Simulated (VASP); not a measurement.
# TaN (P-6m2) in VASP: notebook, part 2 of 2

VASP 6.6.1. The steps go on from the part before.

**3. Single point, PBEsol (volume 10.203 Å^3 an atom, c/a of the conventional cell 0.9061)**

File INCAR:

```
ALGO = Normal ; EDIFF = 1E-7
ENCUT = 520 ; GGA = PS
ISIF = 2 ; ISMEAR = 0
LASPH = True ; LCHARG = False
LREAL = False ; LWAVE = False
NBANDS = 15 ; NELM = 100
PREC = Accurate ; SIGMA = 0.15
```

File KPOINTS:

```
k-points
0
Gamma
  21 21 18
```

File POSCAR:

```
TaN
1.0
    2.9626729122      0.0000000000      0.0000000000
   -1.4813364561      2.5657500051      0.0000000000
    0.0000000000      0.0000000000      2.6844779257
Ta N
1 1
Direct
    0.3333333333      0.6666666667      0.5000000000
    0.0000000000      0.0000000000      0.0000000000
```

Potentials or basis: VASP PAW PBE potentials, release 64 (Ta_pv, N).

Started as:

```
$ cat potpaw_PBE.64/Ta_pv/POTCAR potpaw_PBE.64/N/POTCAR > POTCAR
$ mpirun -np 1 vasp_std > vasp.out
```

OUTCAR:

```text
EDIFF = 1E-7
   ENCUT = 520
   GGA = PS
   ISIF = 2
   ISMEAR = 0
   LASPH = True
   LREAL = False
   NELM = 100
   PREC = Accurate

 ion  position               nearest neighbor table
   1  0.333  0.667  0.500-   2 2.17   2 2.17   2 2.17   2 2.17   2 2.17   2 2.17
   2  0.000  0.000  0.000-   1 2.17   1 2.17   1 2.17   1 2.17   1 2.17   1 2.17

  LATTYP: Found a hexagonal cell.
 ALAT       =     2.9626729122
 C/A-ratio  =     0.9061000000

  Lattice vectors:

 A1 = (   2.9626729122,   0.0000000000,   0.0000000000)
[... 611 lines left out ...]
     11      13.1912      0.00000
     12      14.2499      0.00000
     13      14.5904      0.00000
     14      22.1797      0.00000
     15      22.4564      0.00000

 [... further k-points ...]
[... 5 lines left out ...]
  --------------------------------------------------------------------------------------
  -------------------------------------------------------------------------------------
  Total        0.1191468      0.1191468      7.9851754      0.0000000      0.0000000      0.0000000
  in kB        9.3548137      9.3548137    626.9561440      0.0000000      0.0000000      0.0000000
  external PRESSURE =     215.2219238 kB  Pullay stress =       0.0000000 kB

 VOLUME and BASIS-vectors are now :
 -----------------------------------------------------------------------------
  energy-cutoff  :      520.00
  volume of cell :       20.41
      direct lattice vectors                 reciprocal lattice vectors
     2.962672912  0.000000000  0.000000000     0.337533042  0.194874793  0.000000000
    -1.481336456  2.565750005  0.000000000     0.000000000  0.389749585  0.000000000
     0.000000000  0.000000000  2.684477926     0.000000000  0.000000000  0.372511910

 POSITION                                       TOTAL-FORCE (eV/Angst)
 -----------------------------------------------------------------------------------
     -0.00000      1.71050      1.34224        -0.000000      0.000000      0.000000
      0.00000      0.00000      0.00000         0.000000      0.000000      0.000000
 -----------------------------------------------------------------------------------
    total drift:                                0.000000     -0.000000     -0.000000

  FREE ENERGIE OF THE ION-ELECTRON SYSTEM (eV)
  ---------------------------------------------------
  free  energy   TOTEN  =       -23.5439736911 eV

  energy  without entropy=      -23.5422405973  energy(sigma->0) =      -23.54310714
```

OSZICAR:

```text
N       E                     dE             d eps       ncg     rms          rms(c)
DAV:   1     0.909208933413E+02    0.90921E+02   -0.87933E+03 14432   0.114E+03
DAV:   2    -0.230578216508E+02   -0.11398E+03   -0.10742E+03 17298   0.309E+02
DAV:   3    -0.258335776299E+02   -0.27758E+01   -0.27628E+01 16766   0.451E+01
DAV:   4    -0.258443317462E+02   -0.10754E-01   -0.10752E-01 18474   0.304E+00
DAV:   5    -0.258443919039E+02   -0.60158E-04   -0.60156E-04 16927   0.209E-01    0.271E+01
DAV:   6    -0.236176765583E+02    0.22267E+01   -0.34117E+00 18605   0.225E+01    0.118E+01
DAV:   7    -0.235760324779E+02    0.41644E-01   -0.52761E-01 15639   0.561E+00    0.781E+00
DAV:   8    -0.235513797051E+02    0.24653E-01   -0.11676E-01 17347   0.280E+00    0.168E+00
DAV:   9    -0.235440437235E+02    0.73360E-02   -0.13487E-02 15933   0.957E-01    0.160E-01
DAV:  10    -0.235440480785E+02   -0.43550E-05   -0.10619E-03 17690   0.374E-01    0.924E-02
DAV:  11    -0.235439741813E+02    0.73897E-04   -0.14057E-04 16906   0.119E-01    0.165E-02
DAV:  12    -0.235439737362E+02    0.44508E-06   -0.14325E-05 15898   0.374E-02    0.723E-03
DAV:  13    -0.235439736911E+02    0.45101E-07   -0.19893E-07 16017   0.417E-03
   1 F= -.23543974E+02 E0= -.23543107E+02  d E =-.173309E-02
```

stdout:

```text
POSCAR found type information on POSCAR TaN
 POSCAR found :  2 types and       2 ions
 scaLAPACK will be used
 -----------------------------------------------------------------------------
|                                                                             |
|                                                                             |
|     You enforced a specific xc type in the INCAR file but a different       |
|     I HOPE YOU KNOW WHAT YOU ARE DOING!                                     |
|                                                                             |
 -----------------------------------------------------------------------------

 LDA part: xc-table for (Slater+PW92), standard interpolation
 POSCAR, INCAR and KPOINTS ok, starting setup
 FFT: planning ... GRIDC
 FFT: planning ... GRID_SOFT
 FFT: planning ... GRID
 WAVECAR not read
 entering main loop
```

Run time: 62 s. Hardware: 1 thread of Intel Xeon Platinum 8488C (Sapphire Rapids), shared host; peak memory 0.26 GiB.

Results:

| Property | Result |
| --- | --- |
| Free energy | -23.5440 eV |
| Pressure | 21.5 GPa |
| Band gap on the k mesh | zero (band 8 reaches 9.10 eV, above the bottom of band 9 at 8.62 eV) |

Caveat: the PAW data sets were made with another functional, which shifts forces and pressure a little; spin-orbit coupling is left out, which moves the levels of the heavy elements.

**4. Single point, PBEsol (volume 10.203 Å^3 an atom, c/a of the conventional cell 0.9245)**

File INCAR:

```
  PREC = Accurate
  ENCUT = 520
  EDIFF = 1E-6
  ISMEAR = 0
  SIGMA = 0.15
  LREAL = False
  LASPH = True
  NELM = 100
  ALGO = Normal
  ISIF = 2
  LWAVE = False
  LCHARG = False
  GGA = PS
  NBANDS = 15
```

File KPOINTS:

```
regular mesh
0
Gamma
  21 21 18
```

File POSCAR:

```
TaN
1.0
    2.9428860413      0.0000000000      0.0000000000
   -1.4714430206      2.5486140722      0.0000000000
    0.0000000000      0.0000000000      2.7206981452
Ta N
1 1
Direct
    0.3333333333      0.6666666667      0.5000000000
    0.0000000000      0.0000000000      0.0000000000
```

Started as:

```
$ cat potpaw_PBE.64/Ta_pv/POTCAR potpaw_PBE.64/N/POTCAR > POTCAR
$ mpirun -np 1 vasp_std > vasp.out
```

It took 58 s on 1 thread of Intel Xeon Platinum 8488C (Sapphire Rapids), shared host; peak memory 0.26 GiB.

It converged, with:

```
Free energy            : -23.6362 eV
Pressure               : 20.1 GPa
Band gap on the k mesh : zero (band 8 reaches 9.15 eV, above the bottom of band 9 at 8.62 eV)
```

Stress tensor (GPa, compression positive):
```
 4.72  0.00  0.00
 0.00  4.72  0.00
 0.00  0.00 50.99
```

Levels at points of the mesh, in eV from the Fermi level:
```tsv
k point	band 5	band 6	band 7	band 8	band 9	band 10	band 11	band 12
(0.00, 0.00, 0.00)	-5.30	-5.30	-4.42	-2.57	2.14	4.20	4.20	4.47
(0.00, 0.00, 0.50)	-9.70	-4.44	-4.44	-0.06	-0.06	3.00	3.00	3.41
```

Caveat: the PAW data sets were made with another functional, which shifts forces and pressure a little; spin-orbit coupling is left out, which moves the levels of the heavy elements.

**5. Single point, PBEsol (volume 10.203 Å^3 an atom, c/a of the conventional cell 0.9623)**

File INCAR:

```
SYSTEM = TaN
PREC = Accurate ; ENCUT = 520
EDIFF = 1E-6 ; ISMEAR = 0
SIGMA = 0.15 ; LREAL = .False.
LASPH = .True. ; NELM = 60
ALGO = Normal ; ISIF = 2
LWAVE = .False. ; LCHARG = .False.
GGA = PS ; NBANDS = 15
```

File KPOINTS:

```
regular mesh
0
Gamma
  21 21 18
  0 0 0
```

File POSCAR:

```
TaN
1.0
    2.9038371359      0.0000000000      0.0000000000
   -1.4519185679      2.5147967281      0.0000000000
    0.0000000000      0.0000000000      2.7943624758
Ta N
1 1
Direct
    0.3333333333      0.6666666667      0.5000000000
    0.0000000000      0.0000000000      0.0000000000
```

Started as:

```
$ cat potpaw_PBE.64/Ta_pv/POTCAR potpaw_PBE.64/N/POTCAR > POTCAR
$ mpirun -np 1 vasp_std > vasp.out
```

Run time: 58 s. Hardware: 1 thread of Intel Xeon Platinum 8488C (Sapphire Rapids), shared host; peak memory 0.26 GiB.

It converged, with:

```yaml
Free_energy: -23.7426 eV
Pressure: 18.0 GPa
Band_gap_on_the_k_mesh: zero (band 8 reaches 8.97 eV, above the bottom of band 9 at 8.58 eV)
```

Stress tensor (GPa, compression positive):
```
12.52  0.00  0.00
 0.00 12.52  0.00
 0.00  0.00 29.06
```

Levels at points of the mesh, in eV from the Fermi level:
```csv
k point,band 5,band 6,band 7,band 8,band 9,band 10,band 11,band 12
"(0.00, 0.00, 0.00)",-4.95,-4.95,-4.42,-2.82,2.49,4.00,4.00,4.38
"(0.00, 0.00, 0.50)",-9.69,-4.08,-4.08,-0.07,-0.07,2.92,3.34,3.34
```

Caveat: the PAW data sets were made with another functional, which shifts forces and pressure a little; spin-orbit coupling is left out, which moves the levels of the heavy elements.

**6. Single point, PBEsol (volume 10.203 Å^3 an atom, c/a of the conventional cell 1.0017)**

File INCAR:

```
SYSTEM = TaN
ALGO = Normal
EDIFF = 1E-7
ENCUT = 520
GGA = PS
ISIF = 2
ISMEAR = 0
LASPH = .True.
LCHARG = .False.
LREAL = .False.
LWAVE = .False.
NBANDS = 15
NELM = 100
PREC = Accurate
SIGMA = 0.15
```

File KPOINTS:

```
k-points
0
Gamma
  21 21 18
  0 0 0
```

File POSCAR:

```
TaN
1.0
    2.8652544274      0.0000000000      0.0000000000
   -1.4326272137      2.4813831225      0.0000000000
    0.0000000000      0.0000000000      2.8701253600
Ta N
1 1
Direct
    0.3333333333      0.6666666667      0.5000000000
    0.0000000000      0.0000000000      0.0000000000
```

Potentials or basis: VASP PAW PBE potentials, release 64 (Ta_pv, N).

Started as:

```
$ cat potpaw_PBE.64/Ta_pv/POTCAR potpaw_PBE.64/N/POTCAR > POTCAR
$ mpirun -np 1 vasp_std > vasp.out
```

It took 60 s on 1 thread of Intel Xeon Platinum 8488C (Sapphire Rapids), shared host; peak memory 0.26 GiB.

Results (log left out):

```yaml
Free_energy: -23.7500 eV
Pressure: 16.7 GPa
Band_gap_on_the_k_mesh: zero (band 8 reaches 8.90 eV, above the bottom of band 9 at 8.52 eV)
```

Stress tensor (GPa, compression positive):
```
20.72  0.00  0.00
 0.00 20.72  0.00
 0.00  0.00  8.69
```

Levels at points of the mesh, in eV from the Fermi level:
```
           k point  band 6  band 7  band 8  band 9  band 10  band 11
(0.00, 0.00, 0.00)   -4.59   -4.50   -3.05    2.86     3.78     3.78
(0.00, 0.00, 0.50)   -3.71   -3.71   -0.10   -0.10     2.33     3.66
```

Caveat: the PAW data sets were made with another functional, which shifts forces and pressure a little; spin-orbit coupling is left out, which moves the levels of the heavy elements.

**7. Summary**

```tsv
cell	gap on the mesh (eV)	pressure (GPa)
a = 2.885, b = 2.885, c = 2.832 Å, angles 90.0, 90.0, 120.0°, 2 atoms	none	17.3
a = 2.963, b = 2.963, c = 2.684 Å, angles 90.0, 90.0, 120.0°, 2 atoms	none	21.5
a = 2.943, b = 2.943, c = 2.721 Å, angles 90.0, 90.0, 120.0°, 2 atoms	none	20.1
a = 2.904, b = 2.904, c = 2.794 Å, angles 90.0, 90.0, 120.0°, 2 atoms	none	18.0
a = 2.865, b = 2.865, c = 2.870 Å, angles 90.0, 90.0, 120.0°, 2 atoms	none	16.7
```

Alike in all rows: task single point; level PBEsol; potentials or basis VASP PAW PBE potentials, release 64 (Ta_pv, N); no spin polarisation; k mesh 21 × 21 × 18; cutoff (eV) 520; smearing gaussian 0.15 eV.

Caveats: the PAW data sets were made with another functional, which shifts forces and pressure a little; spin-orbit coupling is left out, which moves the levels of the heavy elements.

Total energies depend on the potentials used, so only differences within one code and one set of settings carry meaning.
